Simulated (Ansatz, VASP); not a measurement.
One calculation of CuO2, two programs

INCAR

```
PREC = Accurate ; ENCUT = 520
EDIFF = 1E-6 ; ISMEAR = 0
SIGMA = 0.1 ; LREAL = F
LASPH = T ; NELM = 60
ALGO = Normal ; ISIF = 2
LWAVE = F ; LCHARG = T
GGA = PE ; LELF = T
LVHAR = T ; NBANDS = 32
```

File KPOINTS:

```
regular mesh
0
Gamma
  14 14 8
```

POSCAR

```
CuO2
1.0
    1.3113556020     -4.8372290180      0.0000000000
    1.3113556020      4.8372290180      0.0000000000
    0.0000000000      0.0000000000      4.0320776676
Cu O
2 4
Direct
    0.8327470000      0.1672530000      0.2500000000
    0.1672530000      0.8327470000      0.7500000000
    0.4485140000      0.5514860000      0.2500000000
    0.5514860000      0.4485140000      0.7500000000
    0.2110300000      0.7889700000      0.2500000000
    0.7889700000      0.2110300000      0.7500000000
```

Input for Ansatz:

```yaml
crystal:
  lattice:
    - [1.311355602, -4.837229018, 0.0]
    - [1.311355602, 4.837229018, 0.0]
    - [0.0, 0.0, 4.0320776676]
  atoms:
    - { symbol: Cu, position: [0.832747, 0.167253, 0.25] }
    - { symbol: Cu, position: [0.167253, 0.832747, 0.75] }
    - { symbol: O, position: [0.448514, 0.551486, 0.25] }
    - { symbol: O, position: [0.551486, 0.448514, 0.75] }
    - { symbol: O, position: [0.21103, 0.78897, 0.25] }
    - { symbol: O, position: [0.78897, 0.21103, 0.75] }
basis:
  ecutwfc: 420
kpoints:
  mp_grid: { grid: [14, 14, 8] }
hamiltonian:
  xc: pbe
scf:
  occupations: { method: gaussian, width: 0.1 }
  lower_state_search: "off"
output:
  forces: true
  stress: true
  eigenvalues: true
```

Alike in both runs: task single point; functional PBE; k mesh 14 × 14 × 8; occupations gaussian, width 0.1 eV; no spin polarisation.

|  | VASP | Ansatz |
| --- | --- | --- |
| version | VASP 6.6.1 | Ansatz 0.2.0 |
| potentials or method | VASP PAW PBE potentials, release 64 (Cu, O), cutoff 520 eV | scalar-relativistic, plane waves, PAW |
| valence electrons in the cell | 46 | 62 |

Ansatz gave:

* gap on the k mesh at the Fermi level (eV): none
* rms of the force components (eV/Å): 1.365

Q: Estimate VASP's values.

A: gap on the k mesh at the Fermi level (eV): none; rms of the force components (eV/Å): 1.454.

Atom by atom the forces differ by 0.093 eV/Å (rms over components). A gap of «none» marks a metal or a gap that the smearing closes. VASP's potentials hold 46 valence electrons a cell and Ansatz's 62, so a difference there can come from the potentials and not from the codes.
